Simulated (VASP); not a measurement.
# Cu (Cmcm) in VASP: notebook

Cu is run at these levels: PBEsol; tasks: single point.

Everything below comes from runs of VASP 6.6.1. Logs are shortened: lines on timing, memory, paths and dates and some standing lists are left out, and cuts for length are marked.

## (1) The cell of the first run

The structure is orthorhombic, space group Cmcm (No. 63). The conventional cell has a = 2.339 Å, b = 7.635 Å, c = 2.575 Å, α = 90.00°, β = 90.00°, γ = 90.00°. Cu (site symmetry m2m) has 10 Cu at 2.34 to 2.57 Å within 3.1 Å.

## (2) Single point, PBEsol (strain -0.040 along x and y, +0.040 along z)

Contents of INCAR:

```
  ALGO = Fast
  EDIFF = 1E-6
  ENCUT = 520
  GGA = PS
  ISIF = 2
  ISMEAR = 0
  LASPH = T
  LCHARG = F
  LREAL = F
  LWAVE = F
  NBANDS = 18
  NELM = 80
  PREC = Accurate
  SIGMA = 0.15
```

Contents of KPOINTS:

```
k-points
0
Gamma
  20 20 20
```

Contents of POSCAR:

```
Cu
1.0
    1.1697251424     -3.8173228900      0.0000000000
    1.1697251424      3.8173228900      0.0000000000
    0.0000000000      0.0000000000      2.5745153444
Cu
2
Direct
    0.1338666500      0.8661333500      0.2500000000
    0.8661333500      0.1338666500      0.7500000000
```

Potentials or basis: VASP PAW PBE potentials, release 64 (Cu).

Launch:

```console
> cat potpaw_PBE.64/Cu/POTCAR > POTCAR
> mpirun -np 1 vasp_std > vasp.out
```

OUTCAR:

```text
EDIFF = 1E-6
   ENCUT = 520
   GGA = PS
   ISIF = 2
   ISMEAR = 0
   LASPH = T
   LREAL = F
   NELM = 80
   PREC = Accurate

 ion  position               nearest neighbor table
   1  0.134  0.866  0.250-   2 2.42   2 2.42   2 2.48   2 2.48   2 2.48   2 2.48
   2  0.866  0.134  0.750-   1 2.42   1 2.42   1 2.48   1 2.48   1 2.48   1 2.48

  LATTYP: Found a base centered orthorhombic cell.
 ALAT       =     2.3394502848
 B/A-ratio  =     3.2634357864
 C/A-ratio  =     1.1004787582

  Lattice vectors:

 A1 = (   1.1697251424,  -3.8173228900,   0.0000000000)
 A2 = (   1.1697251424,   3.8173228900,   0.0000000000)
 A3 = (   0.0000000000,   0.0000000000,   2.5745153444)

Analysis of symmetry for initial positions (statically):
=====================================================================
 Subroutine PRICEL returns:
 Original cell was already a primitive cell.

 Routine SETGRP: Setting up the symmetry group for a
 base centered orthorhombic supercell.

 Subroutine GETGRP returns: Found  8 space group operations
 (whereof  4 operations were pure point group operations)
 out of a pool of  8 trial point group operations.

The static configuration has the point symmetry C_2h.
 The point group associated with its full space group is D_2h.

Analysis of symmetry for dynamics (positions and initial velocities):
=====================================================================
 Subroutine PRICEL returns:
 Original cell was already a primitive cell.

 Routine SETGRP: Setting up the symmetry group for a
 base centered orthorhombic supercell.

 Subroutine GETGRP returns: Found  8 space group operations
 (whereof  4 operations were pure point group operations)
 out of a pool of  8 trial point group operations.

The dynamic configuration has the point symmetry C_2h.
 The point group associated with its full space group is D_2h.

 Subroutine INISYM returns: Found  8 space group operations
 (whereof  4 operations are pure point group operations),
 and found     1 'primitive' translations

----------------------------------------------------------------------------------------

                                     Primitive cell

  volume of cell :      22.9915

  direct lattice vectors                    reciprocal lattice vectors
     1.169725142 -3.817322890  0.000000000     0.427450845 -0.130981846  0.000000000
     1.169725142  3.817322890  0.000000000     0.427450845  0.130981846  0.000000000
     0.000000000  0.000000000  2.574515344     0.000000000  0.000000000  0.388422622

  length of vectors
     3.992519374  3.992519374  2.574515344     0.447068751  0.447068751  0.388422622

  position of ions in fractional coordinates (direct lattice)
     0.133866650  0.866133350  0.250000000
     0.866133350  0.133866650  0.750000000

  ion indices of the primitive-cell ions
   primitive index   ion index
                 1           1
                 2           2

----------------------------------------------------------------------------------------

 KPOINTS: k-points

Automatic generation of k-mesh.
 Grid dimensions read from file:
 generate k-points for:   20   20   20

 Generating k-lattice:

  Cartesian coordinates                     Fractional coordinates (reciprocal lattice)
     0.021372542 -0.006549092  0.000000000     0.050000000  0.000000000  0.000000000
     0.021372542  0.006549092  0.000000000     0.000000000  0.050000000  0.000000000
     0.000000000  0.000000000  0.019421131     0.000000000  0.000000000  0.050000000

  Length of vectors
     0.022353438  0.022353438  0.019421131

  Shift w.r.t. Gamma in fractional coordinates (k-lattice)
     0.000000000  0.000000000  0.000000000

 Subroutine IBZKPT returns following result:
 ===========================================

 Found   1221 irreducible k-points:

 Following reciprocal coordinates:
            Coordinates               Weight
  0.000000  0.000000  0.000000      1.000000
  0.050000 -0.000000  0.000000      4.000000
  0.100000  0.000000  0.000000      4.000000
  0.150000 -0.000000  0.000000      4.000000
  0.200000  0.000000  0.000000      4.000000
  0.250000  0.000000  0.000000      4.000000
[... 16 lines left out ...]
 -0.400000  0.050000  0.000000      4.000000
 -0.350000  0.050000  0.000000      4.000000
 [... further k-points ...]
   k-points           NKPTS =   1221   k-points in BZ     NKDIM =   1221   number of bands    NBANDS=     18
   number of dos      NEDOS =    301   number of ions     NIONS =      2
   total plane-waves  NPLWV =  18000
   dimension x,y,z NGX =    30 NGY =   30 NGZ =   20
   dimension x,y,z NGXF=    60 NGYF=   60 NGZF=   40
   ions per type =               2
   NGX,Y,Z   is equivalent  to a cutoff of  12.49, 12.49, 12.91 a.u.
   NGXF,Y,Z  is equivalent  to a cutoff of  24.98, 24.98, 25.83 a.u.
 SYSTEM =  unknown system
   PREC   = accura    normal or accurate (medium, high low for compatibility)
   ISTART =      0    job   : 0-new  1-cont  2-samecut
   ICHARG =      2    charge: 1-file 2-atom 10-const
   ISPIN  =      1    spin polarized calculation?
   LNONCOLLINEAR =      F non collinear calculations
   LSORBIT =      F    spin-orbit coupling
   LASPH  =      T    aspherical Exc in radial PAW
   ENCUT  =  520.0 eV  38.22 Ry    6.18 a.u.   7.42  7.42  4.79*2*pi/ulx,y,z
   NELM   =     80;   NELMIN=  2; NELMDL= -5     # of ELM steps
   EDIFF  = 0.1E-05   stopping-criterion for ELM
   LREAL  =      F    real-space projection
   EDIFFG = 0.1E-04   stopping-criterion for IOM
   NSW    =      0    number of steps for IOM
[... 5 lines left out ...]
   TEBEG  =    0.0;   TEEND  =   0.0 temperature during run
   PSTRESS=    0.0 pullay stress
   NELECT =      22.0000    total number of electrons
   NUPDOWN=      -1.0000    fix difference up-down
   EMIN   =  10.00;   EMAX   =-10.00  energy-range for DOS
   EFERMI =   0.00;   METHOD = LEGACY
   ISMEAR =     0;   SIGMA  =   0.15  broadening in eV -4-tet -1-fermi 0-gaus
   EFERMI_NEDOS =   21; number of points for ismear=-14 and -15
   IALGO  =     68    algorithm
   IMIX   =      4    mixing-type and parameters
     AMIX     =   0.40;   BMIX     =  1.00
     AMIX_MAG =   1.60;   BMIX_MAG =  1.00
  volume/ion in A,a.u.               =      11.50        77.58
  Fermi-wavevector in a.u.,A,eV,Ry     =   1.613218  3.048539 35.408774  2.602471
  Thomas-Fermi vector in A             =   2.708323
   LORBIT       =      0    0 simple, 1 ext, 2 COOP (PROOUT), +10 PAW based schemes
   GGA     = PS    functional components
   LHFCALC =     F    Hartree Fock is set to
   AEXX    =    0.0000 exact exchange contribution
   IVDW    =     0    specifies the selected vdW correction
   LEPSILON=     F    determine dielectric tensor
   LRPA    =     F    only Hartree local field effects (RPA)
 non-spin polarized calculation
 RMM-DIIS sequential band-by-band and
 Gauss-broadening in eV      SIGMA  =   0.15
  energy-cutoff  :      520.00
  volume of cell :       22.99
 maximum number of plane-waves:       638
 NGX is ok and might be reduce to    30
   NGX = 15   NGY = 15   NGZ =  9

 number of electron      21.9999973 magnetization

 Free energy of the ion-electron system (eV)
  ---------------------------------------------------
  ext. energy  EPLUGINS =         0.00000000
  ---------------------------------------------------
  free energy    TOTEN  =        -8.23333450 eV

  energy without entropy =       -8.22709854  energy(sigma->0) =       -8.23021652

 E-fermi :   7.7034     XC(G=0): -13.0305

 val. band max:        7.7031144597   @ k =   0.3500   0.0500   0.3500
 cond. band min:       7.7044596554   @ k =   0.3500   0.2000   0.1000
 fundamental gap:      0.0013451957
 Fermi energy:         7.7033627198

 k-point     1 :       0.0000    0.0000    0.0000
  band No.  band energies     occupation
      1      -1.8539      2.00000
      2       2.5938      2.00000
      3       3.2518      2.00000
      4       3.7881      2.00000
      5       4.2713      2.00000
      6       5.1884      2.00000
[... 10 lines left out ...]
     17      29.0800      0.00000
     18      29.7527      0.00000

 k-point     2 :       0.0500   -0.0000    0.0000
  band No.  band energies     occupation
      1      -1.7743      2.00000
      2       2.6275      2.00000
      3       3.2858      2.00000
      4       3.8208      2.00000
      5       4.2826      2.00000
      6       5.1782      2.00000
[... 10 lines left out ...]
     17      27.6444      0.00000
     18      29.9011      0.00000

 k-point     3 :       0.1000    0.0000    0.0000
  band No.  band energies     occupation
      1      -1.5376      2.00000
      2       2.7222      2.00000
      3       3.3858      2.00000
      4       3.9173      2.00000
      5       4.3149      2.00000
      6       5.0953      2.00000
[... 10 lines left out ...]
     17      26.6160      0.00000
     18      30.1096      0.00000

 k-point     4 :       0.1500   -0.0000    0.0000
  band No.  band energies     occupation
      1      -1.1501      2.00000
      2       2.8603      2.00000
      3       3.5412      2.00000
      4       4.0678      2.00000
      5       4.3641      2.00000
      6       4.7892      2.00000
[... 10 lines left out ...]
     17      26.5667      0.00000
     18      30.3834      0.00000

 k-point     5 :       0.2000    0.0000    0.0000
  band No.  band energies     occupation
      1      -0.6242      2.00000
      2       3.0169      2.00000
      3       3.7255      2.00000
      4       4.1729      2.00000
      5       4.4233      2.00000
      6       4.5650      2.00000
[... 10 lines left out ...]
     17      26.7052      0.00000
     18      30.7086      0.00000

 k-point     6 :       0.2500    0.0000    0.0000
  band No.  band energies     occupation
      1       0.0185      2.00000
      2       3.1582      2.00000
      3       3.8918      2.00000
      4       4.0111      2.00000
      5       4.4819      2.00000
      6       4.7368      2.00000
[... 10 lines left out ...]
     17      26.9302      0.00000
     18      31.0331      0.00000

 k-point     7 :       0.3000   -0.0000    0.0000
  band No.  band energies     occupation
      1       0.7396      2.00000
      2       3.2226      2.00000
      3       3.8361      2.00000
      4       4.0650      2.00000
      5       4.5278      2.00000
      6       4.9438      2.00000
[... 10 lines left out ...]
     17      27.2253      0.00000
     18      31.2181      0.00000

 k-point     8 :       0.3500   -0.0000    0.0000
  band No.  band energies     occupation
      1       1.4692      2.00000
      2       3.1621      2.00000
      3       3.8415      2.00000
      4       4.2108      2.00000
      5       4.5525      2.00000
      6       4.8808      2.00000
[... 10 lines left out ...]
     17      27.5697      0.00000
     18      29.7366      0.00000
[... 229 lines left out ...]
     17      27.4527      0.00000
     18      28.3160      0.00000

 k-point    20 :       0.4500    0.0500    0.0000
  band No.  band energies     occupation
      1       2.6078      2.00000
      2       2.9528      2.00000
      3       4.0442      2.00000
      4       4.5406      2.00000
      5       4.6589      2.00000
      6       4.6977      2.00000
[... 10 lines left out ...]
     17      28.3891      0.00000
     18      28.5303      0.00000

 k-point    21 :       0.5000    0.0500    0.0000
  band No.  band energies     occupation
      1       2.5299      2.00000
      2       2.9286      2.00000
      3       4.0602      2.00000
      4       4.5792      2.00000
      5       4.6462      2.00000
      6       4.7483      2.00000
[... 10 lines left out ...]
     17      27.8895      0.00000
     18      28.4716      0.00000

 k-point    22 :      -0.4500    0.0500    0.0000
  band No.  band energies     occupation
      1       2.1818      2.00000
      2       2.9852      2.00000
      3       4.0076      2.00000
      4       4.5190      2.00000
      5       4.5984      2.00000
      6       4.7094      2.00000
[... 10 lines left out ...]
     17      26.6565      0.00000
     18      28.1971      0.00000

 k-point    23 :      -0.4000    0.0500    0.0000
  band No.  band energies     occupation
      1       1.5991      2.00000
      2       3.0783      2.00000
      3       3.9320      2.00000
      4       4.2567      2.00000
      5       4.5948      2.00000
      6       4.8344      2.00000
[... 10 lines left out ...]
     17      27.6073      0.00000
     18      28.7063      0.00000

 k-point    24 :      -0.3500    0.0500    0.0000
  band No.  band energies     occupation
      1       0.8858      2.00000
      2       3.1478      2.00000
      3       3.9054      2.00000
      4       4.0490      2.00000
      5       4.5715      2.00000
      6       4.9174      2.00000
[... 10 lines left out ...]
     17      27.3122      0.00000
     18      30.7132      0.00000

 [... further k-points ...]

------------------------ aborting loop because EDIFF is reached ----------------------------------------

  FORCE on cell =-STRESS in cart. coord.  units (eV):
  Direction    XX          YY          ZZ          XY          YZ          ZX
  --------------------------------------------------------------------------------------
  -------------------------------------------------------------------------------------
  Total        2.4308894      1.2181007     -0.2226984      0.0000000      0.0000000      0.0000000
  in kB      169.3977250     84.8839509    -15.5188501      0.0000000      0.0000000      0.0000000
  external PRESSURE =      79.5876086 kB  Pullay stress =       0.0000000 kB

 VOLUME and BASIS-vectors are now :
 -----------------------------------------------------------------------------
  energy-cutoff  :      520.00
  volume of cell :       22.99
      direct lattice vectors                 reciprocal lattice vectors
     1.169725142 -3.817322890  0.000000000     0.427450845 -0.130981846  0.000000000
     1.169725142  3.817322890  0.000000000     0.427450845  0.130981846  0.000000000
     0.000000000  0.000000000  2.574515344     0.000000000  0.000000000  0.388422622

 POSITION                                       TOTAL-FORCE (eV/Angst)
 -----------------------------------------------------------------------------------
      1.16973      2.79530      0.64363         0.000000      0.079654     -0.000000
      1.16973     -2.79530      1.93089         0.000000     -0.079654      0.000000
 -----------------------------------------------------------------------------------
    total drift:                                0.000000      0.000000      0.000000

  FREE ENERGIE OF THE ION-ELECTRON SYSTEM (eV)
  ---------------------------------------------------
  free  energy   TOTEN  =        -8.2333344973 eV

  energy  without entropy=       -8.2270985356  energy(sigma->0) =       -8.23021652
```

Wall time 7.4 min (1 thread of Intel Xeon Platinum 8488C (Sapphire Rapids), shared host); peak memory 0.49 GiB.

Results:

```yaml
Free_energy: -8.2333 eV
Pressure: 8.0 GPa
Largest_force: 0.080 eV/Å
Band_gap_on_the_k_mesh: zero (bands 11 and 12 overlap by 5.62 eV)
```

Forces on the atoms (eV/Å):
```
Cu   0.000  0.080  0.000
Cu   0.000 -0.080  0.000
```

Stress tensor (GPa, compression positive):
```
16.94  0.00  0.00
 0.00  8.49  0.00
 0.00  0.00 -1.55
```

Caveat: the cell differs from its parent crystal (strain -0.040 along x and y, +0.040 along z); the stress differs along the axes, from -2 to 17 GPa; the PAW data sets were made with another functional, which shifts forces and pressure a little.

## (3) Single point, PBEsol (strain +0.000 along x and y, -0.040 along z)

Contents of INCAR:

```
ALGO = Fast
EDIFF = 1E-6
ENCUT = 520
GGA = PS
ISIF = 2
ISMEAR = 0
LASPH = T
LCHARG = F
LREAL = F
LWAVE = F
NBANDS = 18
NELM = 100
PREC = Accurate
SIGMA = 0.15
```

KPOINTS is that of step 2.

Contents of POSCAR:

```
Cu
1.0
    1.2184636900     -3.9763780104      0.0000000000
    1.2184636900      3.9763780104      0.0000000000
    0.0000000000      0.0000000000      2.3764757026
Cu
2
Direct
    0.1338666500      0.8661333500      0.2500000000
    0.8661333500      0.1338666500      0.7500000000
```

Potentials or basis: VASP PAW PBE potentials, release 64 (Cu).

Launch:

```console
> cat potpaw_PBE.64/Cu/POTCAR > POTCAR
> mpirun -np 1 vasp_std > vasp.out
```

It took 4.8 min on 1 thread of Intel Xeon Platinum 8488C (Sapphire Rapids), shared host; peak memory 0.49 GiB.

It converged, with:

```
Free energy            : -8.2693 eV
Pressure               : 6.7 GPa
Largest force          : 0.037 eV/Å
Band gap on the k mesh : zero (bands 11 and 12 overlap by 5.80 eV)
```

Forces in eV/Å, atoms in the order of the input:
```
Cu   0.000  0.037  0.000
Cu   0.000 -0.037  0.000
```

Stress tensor (GPa, compression positive):
```
 1.34  0.00  0.00
 0.00  4.98  0.00
 0.00  0.00 13.78
```

Levels at points of the mesh, in eV from the Fermi level:
```tsv
k point	band 9	band 10	band 11	band 12	band 13	band 14
(0.00, 0.00, 0.00)	-1.83	-1.69	-1.46	-0.38	4.72	16.54
(0.50, 0.00, 0.00)	-2.10	-1.66	-0.60	1.15	2.26	6.78
(0.50, 0.50, 0.00)	-2.26	-1.92	-1.61	-1.56	13.39	15.13
(0.00, 0.00, 0.50)	-1.79	-1.79	0.28	0.28	8.53	8.53
(0.50, 0.00, 0.50)	-1.24	-1.24	3.89	3.89	7.81	7.81
(0.50, 0.50, 0.50)	-1.52	-1.52	-0.86	-0.86	4.25	4.25
```

Caveat: the cell differs from its parent crystal (strain +0.000 along x and y, -0.040 along z); the stress differs along the axes, from 1 to 14 GPa; the PAW data sets were made with another functional, which shifts forces and pressure a little.
